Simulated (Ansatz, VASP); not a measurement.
# Ta4N5: VASP beside Ansatz

```
Ta N
1.0
    -3.39188    3.39188    2.11524
     3.39188   -3.39188    2.11524
     3.39188    3.39188   -2.11524
Ta N
4 5
Direct
  0.78468 0.60491 0.38959
  0.39509 0.78468 0.17978
  0.60491 0.21532 0.82022
  0.21532 0.39509 0.61041
  0.50000 0.50000 0.00000
  0.90797 0.30634 0.21431
  0.69366 0.90797 0.60163
  0.30634 0.09203 0.39837
  0.09203 0.69366 0.78569
```

Alike in both runs: functional LDA; k mesh 10 × 10 × 10; occupations fermi-dirac, width 0.15 eV; no spin polarisation.

Ansatz relaxed the structure, and its values are those at the end. VASP's run is a single point on that final structure, the one shown.

```csv
,VASP,Ansatz
version,VASP 6.6.1,Ansatz 0.2.0
potentials or method,"VASP PAW LDA potentials, release 64 (Ta_pv, N), cutoff 520 eV","scalar-relativistic, plane waves, PAW"
valence electrons in the cell,69,77
```

```csv
,VASP,Ansatz,Ansatz less VASP
gap on the k mesh at the Fermi level (eV),none,none,-
pressure (GPa),1.8,0.0,-1.85
rms of the force components (eV/Å),0.017,0.000,-0.0165
```

LDA's correlation is that of Perdew and Zunger in VASP and of Perdew and Wang (1992) in Ansatz. A gap of «none» marks a metal or a gap that the smearing closes. VASP's potentials hold 69 valence electrons a cell and Ansatz's 77, so a difference there can come from the potentials and not from the codes.

Neither program's run includes spin-orbit coupling.
